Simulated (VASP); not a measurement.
# ReP2 (P4mm) in VASP: single point with PBE

Aim: the single point of ReP2 with PBE.

Everything below comes from runs of VASP 6.6.1. Logs are shortened: lines on timing, memory, paths and dates and some standing lists are left out, and cuts for length are marked.

## (1) The cell of the first run

It takes space group P4mm (No. 99, tetragonal). Conventional cell: a = 3.699 Å, b = 3.699 Å, c = 4.876 Å, α = 90.00°, β = 90.00°, γ = 90.00°. Re (site symmetry 4mm) has 4 P at 2.33 Å within 3.1 Å. P (site symmetry 2mm) has 2 Re at 2.33 Å and 4 P at 2.62 Å within 3.1 Å.

The cell was generated, and may not be a known phase.

## (2) Single point, PBE

The input, INCAR:

```
SYSTEM = ReP2
  PREC = Accurate
  ENCUT = 560
  EDIFF = 1E-6
  ISMEAR = 0
  SIGMA = 0.1
  LREAL = .FALSE.
  LASPH = .TRUE.
  NELM = 120
  ALGO = Normal
  ISIF = 2
  LWAVE = .FALSE.
  LCHARG = .TRUE.
  GGA = PE
  LELF = .TRUE.
  LVHAR = .TRUE.
  NBANDS = 20
  GGA_COMPAT = .FALSE.
```

The input, KPOINTS:

```
regular mesh
0
G
  6 6 4
  0 0 0
```

The input, POSCAR:

```
ReP2
1.0
    3.6987467000      0.0000000000      0.0000000000
    0.0000000000      3.6987467000      0.0000000000
    0.0000000000      0.0000000000      4.8758584400
Re P
1 2
Direct
    0.0000000000      0.0000000000      0.6276486700
    0.0000000000      0.5000000000      0.9191830100
    0.5000000000      0.0000000000      0.9191830100
```

Potentials or basis: VASP PAW PBE potentials, release 64 (Re_sv_GW, P).

The run is started by

```sh
cat potpaw_PBE.64/Re_sv_GW/POTCAR potpaw_PBE.64/P/POTCAR > POTCAR
mpirun -np 1 vasp_std > vasp.out
```

OUTCAR:

```text
SYSTEM = ReP2
   PREC = Accurate
   ENCUT = 560
   EDIFF = 1E-6
   ISMEAR = 0
   LREAL = .FALSE.
   LASPH = .TRUE.
   NELM = 120
   ISIF = 2
   GGA = PE

 ion  position               nearest neighbor table
   1  0.000  0.000  0.628-   2 2.33   3 2.33   2 2.33   3 2.33
   2  0.000  0.500  0.919-   1 2.33   1 2.33   3 2.62   3 2.62   3 2.62   3 2.62
   3  0.500  0.000  0.919-   1 2.33   1 2.33   2 2.62   2 2.62   2 2.62   2 2.62

  LATTYP: Found a simple tetragonal cell.
 ALAT       =     3.6987467000
 C/A-ratio  =     1.3182461075

  Lattice vectors:

 A1 = (   3.6987467000,   0.0000000000,   0.0000000000)
 A2 = (   0.0000000000,   3.6987467000,   0.0000000000)
 A3 = (   0.0000000000,   0.0000000000,   4.8758584400)

Analysis of symmetry for initial positions (statically):
=====================================================================
 Subroutine PRICEL returns:
 Original cell was already a primitive cell.

 Routine SETGRP: Setting up the symmetry group for a
 simple tetragonal supercell.

 Subroutine GETGRP returns: Found  8 space group operations
 (whereof  8 operations were pure point group operations)
 out of a pool of 16 trial point group operations.

The static configuration has the point symmetry C_4v.

Analysis of symmetry for dynamics (positions and initial velocities):
=====================================================================
 Subroutine PRICEL returns:
 Original cell was already a primitive cell.

 Routine SETGRP: Setting up the symmetry group for a
 simple tetragonal supercell.

 Subroutine GETGRP returns: Found  8 space group operations
 (whereof  8 operations were pure point group operations)
 out of a pool of 16 trial point group operations.

The dynamic configuration has the point symmetry C_4v.

 Subroutine INISYM returns: Found  8 space group operations
 (whereof  8 operations are pure point group operations),
 and found     1 'primitive' translations

----------------------------------------------------------------------------------------

                                     Primitive cell

  volume of cell :      66.7053

  direct lattice vectors                    reciprocal lattice vectors
     3.698746700  0.000000000  0.000000000     0.270361850  0.000000000  0.000000000
     0.000000000  3.698746700  0.000000000     0.000000000  0.270361850  0.000000000
     0.000000000  0.000000000  4.875858440     0.000000000  0.000000000  0.205092090

  length of vectors
     3.698746700  3.698746700  4.875858440     0.270361850  0.270361850  0.205092090

[... 83 lines left out ...]
   LREAL  =      F    real-space projection
   EDIFFG = 0.1E-04   stopping-criterion for IOM
   NSW    =      0    number of steps for IOM
   IBRION =     -1    ionic relax: 0-MD 1-quasi-New 2-CG
   NFREE  =      0    steps in history (QN), initial steepest desc. (CG)
   ISIF   =      2    stress and relaxation
   ISYM   =      2    0-nonsym 1-usesym 2-fastsym
   POTIM  = 0.5000    time-step for ionic-motion
   TEBEG  =    0.0;   TEEND  =   0.0 temperature during run
   PSTRESS=    0.0 pullay stress
   NELECT =      25.0000    total number of electrons
   NUPDOWN=      -1.0000    fix difference up-down
   EMIN   =  10.00;   EMAX   =-10.00  energy-range for DOS
   EFERMI =   0.00;   METHOD = LEGACY
   ISMEAR =     0;   SIGMA  =   0.10  broadening in eV -4-tet -1-fermi 0-gaus
   EFERMI_NEDOS =   21; number of points for ismear=-14 and -15
   IALGO  =     38    algorithm
   IMIX   =      4    mixing-type and parameters
     AMIX     =   0.40;   BMIX     =  1.00
     AMIX_MAG =   1.60;   BMIX_MAG =  1.00
  volume/ion in A,a.u.               =      22.24       150.05
  Fermi-wavevector in a.u.,A,eV,Ry     =   1.180324  2.230490 18.955172  1.393166
  Thomas-Fermi vector in A             =   2.316619
   LORBIT       =      0    0 simple, 1 ext, 2 COOP (PROOUT), +10 PAW based schemes
   GGA     = PE    functional components
   LHFCALC =     F    Hartree Fock is set to
   AEXX    =    0.0000 exact exchange contribution
   IVDW    =     0    specifies the selected vdW correction
   LEPSILON=     F    determine dielectric tensor
   LRPA    =     F    only Hartree local field effects (RPA)
 non-spin polarized calculation
 Gauss-broadening in eV      SIGMA  =   0.10
  energy-cutoff  :      560.00
  volume of cell :       66.71
 maximum number of plane-waves:      2040
 NGX is ok and might be reduce to    30
   NGX = 15   NGY = 15   NGZ = 19

 number of electron      25.0000001 magnetization

 Free energy of the ion-electron system (eV)
  ---------------------------------------------------
  ext. energy  EPLUGINS =         0.00000000
  ---------------------------------------------------
  free energy    TOTEN  =       -21.84080900 eV

  energy without entropy =      -21.83257732  energy(sigma->0) =      -21.83669316

 E-fermi :   5.6182     XC(G=0):  -9.8019

 val. band max:        5.5845078292   @ k =   0.1667   0.0000   0.0000
 cond. band min:       5.6457808929   @ k =   0.5000   0.5000   0.0000
 fundamental gap:      0.0612730637
 Fermi energy:         5.6182071902

 k-point     1 :       0.0000    0.0000    0.0000
  band No.  band energies     occupation
      1     -74.1454      2.00000
      2     -36.0784      2.00000
      3     -36.0784      2.00000
      4     -36.0474      2.00000
      5      -8.1083      2.00000
      6      -1.9760      2.00000
[... 541 lines left out ...]
     19      12.8167      0.00000
     20      14.2915      0.00000

 [... further k-points ...]

------------------------ aborting loop because EDIFF is reached ----------------------------------------

  FORCE on cell =-STRESS in cart. coord.  units (eV):
  Direction    XX          YY          ZZ          XY          YZ          ZX
  --------------------------------------------------------------------------------------
  -------------------------------------------------------------------------------------
  Total       -1.2137677     -1.2137677     -3.0183144      0.0000000     -0.0000000      0.0000000
  in kB      -29.1531766    -29.1531766    -72.4961244      0.0000000     -0.0000000      0.0000000
  external PRESSURE =     -43.6008259 kB  Pullay stress =       0.0000000 kB

 VOLUME and BASIS-vectors are now :
 -----------------------------------------------------------------------------
  energy-cutoff  :      560.00
  volume of cell :       66.71
      direct lattice vectors                 reciprocal lattice vectors
     3.698746700  0.000000000  0.000000000     0.270361850  0.000000000  0.000000000
     0.000000000  3.698746700  0.000000000     0.000000000  0.270361850  0.000000000
     0.000000000  0.000000000  4.875858440     0.000000000  0.000000000  0.205092090

 POSITION                                       TOTAL-FORCE (eV/Angst)
 -----------------------------------------------------------------------------------
      0.00000      0.00000      3.06033         0.000000     -0.000000      0.026199
      0.00000      1.84937      4.48181         0.000000      0.000000     -0.013100
      1.84937      0.00000      4.48181         0.000000      0.000000     -0.013100
 -----------------------------------------------------------------------------------
    total drift:                                0.000000      0.000000      0.000068

  FREE ENERGIE OF THE ION-ELECTRON SYSTEM (eV)
  ---------------------------------------------------
  free  energy   TOTEN  =       -21.8408089992 eV

  energy  without entropy=      -21.8325773186  energy(sigma->0) =      -21.83669316
```

OSZICAR:

```text
N       E                     dE             d eps       ncg     rms          rms(c)
DAV:   1     0.200781614075E+03    0.20078E+03   -0.13998E+04  1272   0.117E+03
DAV:   2    -0.115098760567E+02   -0.21229E+03   -0.20795E+03  1608   0.299E+02
DAV:   3    -0.247363574415E+02   -0.13226E+02   -0.13084E+02  1508   0.740E+01
DAV:   4    -0.249436490658E+02   -0.20729E+00   -0.20711E+00  1552   0.992E+00
[... 14 lines left out ...]
DAV:  19    -0.218408128707E+02    0.71005E-06   -0.16664E-05  1408   0.320E-02    0.417E-01
DAV:  20    -0.218408143755E+02   -0.15048E-05   -0.34297E-05  1340   0.372E-02    0.959E-01
DAV:  21    -0.218408104810E+02    0.38945E-05   -0.28445E-06  1020   0.117E-02    0.307E-01
DAV:  22    -0.218408091045E+02    0.13765E-05   -0.14422E-06   696   0.818E-03    0.358E-02
DAV:  23    -0.218408089992E+02    0.10535E-06   -0.15181E-07   680   0.264E-03
   1 F= -.21840809E+02 E0= -.21836693E+02  d E =-.823168E-02
```

Run time: 1.8 min. Hardware: 1 thread of Intel Xeon Platinum 8375C at 2.90GHz (Ice Lake), shared host; peak memory 0.21 GiB.

Results:

| Item | Value |
| --- | --- |
| Free energy | -21.8408 eV |
| Pressure | -4.4 GPa |
| Largest force | 0.026 eV/Å |
| Band gap on the k mesh | zero (an odd number of electrons rules out a gap without spin polarisation) |

Forces in eV/Å, atoms in the order of the input:
```
Re   0.000  0.000  0.026
P    0.000  0.000 -0.013
P    0.000  0.000 -0.013
```

Stress tensor (GPa, compression positive):
```
-2.92  0.00  0.00
 0.00 -2.92  0.00
 0.00  0.00 -7.25
```

Caveat: the cell stands under tension; spin-orbit coupling is left out, which moves the levels of the heavy elements; an odd number of electrons without spin polarisation forces a metal; a magnetic or distorted state may lie lower.

The gap in the log of VASP goes by the Fermi energy; the results here count the filled bands.